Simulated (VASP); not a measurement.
Here is a VASP 6.6.1 calculation.

File INCAR:

```
ALGO = Fast
EDIFF = 1E-6
ENCUT = 520
GGA = CA
ISIF = 2
ISMEAR = 0
LASPH = T
LCHARG = F
LREAL = F
LWAVE = F
NBANDS = 16
NELM = 60
PREC = Accurate
SIGMA = 0.15
```

Contents of KPOINTS:

```
k-points
0
Gamma
  18 18 10
```

The input POSCAR:

```
Ir
1.0
    2.7864000000      0.0000000000      0.0000000000
   -1.3932000000      2.4130931851      0.0000000000
    0.0000000000      0.0000000000      4.5032000000
Ir
2
Direct
    0.6666666667      0.3333333333      0.7500000000
    0.3333333333      0.6666666667      0.2500000000
```

Potentials or basis: VASP PAW LDA potentials, release 64 (Ir).

The run is started by

```sh
$ cat potpaw_LDA.64/Ir/POTCAR > POTCAR
$ mpirun -np 1 vasp_std > vasp.out
```

Problem. Estimate the band gap on the k mesh.

Solution. Zero (bands 9 and 10 overlap by 3.01 eV).

Problem. Estimate the pressure.

Solution. -25.7 GPa.

Stress tensor (GPa, compression positive):
```
-25.80   0.00   0.00
  0.00 -25.80   0.00
  0.00   0.00 -25.53
```

Caveat: the cell stands under tension; spin-orbit coupling is left out, which moves the levels of the heavy elements.
